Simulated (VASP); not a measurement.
**In2Te2O: single point with PBE**

In2Te2O:

```
In Te O
1.0
     4.48548    0.00000    0.00000
    -2.24274    3.88454    0.00000
     0.00000    0.00000    7.29859
In Te O
2 2 1
Direct
  0.66667 0.33333 0.35595
  0.33333 0.66667 0.64405
  0.66667 0.33333 0.81817
  0.33333 0.66667 0.18183
  0.00000 0.00000 0.00000
```

```json
{"Program": "VASP 6.6.1", "Task": "single point", "Functional": "PBE", "Potentials or basis": "VASP PAW PBE potentials, release 64 (In_d, Te, O)", "Cutoff": "520 eV", "k mesh": "12 × 12 × 6", "Occupations": "gaussian, width 0.1 eV", "Spin": "no spin polarisation", "Dipole correction": "no", "Further INCAR settings": "ALGO = Normal; EDIFF = 1e-06; NBANDS = 30"}
```

The pressure is -0.1 GPa, the largest force is 0.013 eV/Å and the band gap on the k mesh is zero (band 22 reaches 6.35 eV, above the bottom of band 23 at 5.57 eV).

Forces in eV/Å, atoms in the order of the input:
```
In   0.000  0.000 -0.005
In   0.000  0.000  0.005
Te   0.000  0.000  0.013
Te   0.000  0.000 -0.013
O    0.000  0.000  0.000
```

Levels at points of the mesh, in eV from the Fermi level:
```tsv
k point	band 20	band 21	band 22	band 23	band 24	band 25
(0.00, 0.00, 0.00)	-1.22	-0.57	-0.20	-0.20	0.62	2.12
(0.50, 0.00, 0.00)	-1.47	-0.59	-0.12	0.32	1.67	1.99
(0.00, 0.00, 0.50)	-1.21	-0.85	-0.72	-0.72	1.00	2.09
(0.50, 0.00, 0.50)	-1.74	-0.52	-0.20	0.00	1.21	1.50
```

It took 12 min on 1 thread of Oxide Virtual Turin-like Processor (shared host), peak memory 0.47 GiB.

Caveat: spin-orbit coupling is left out, which moves the levels of the heavy elements.
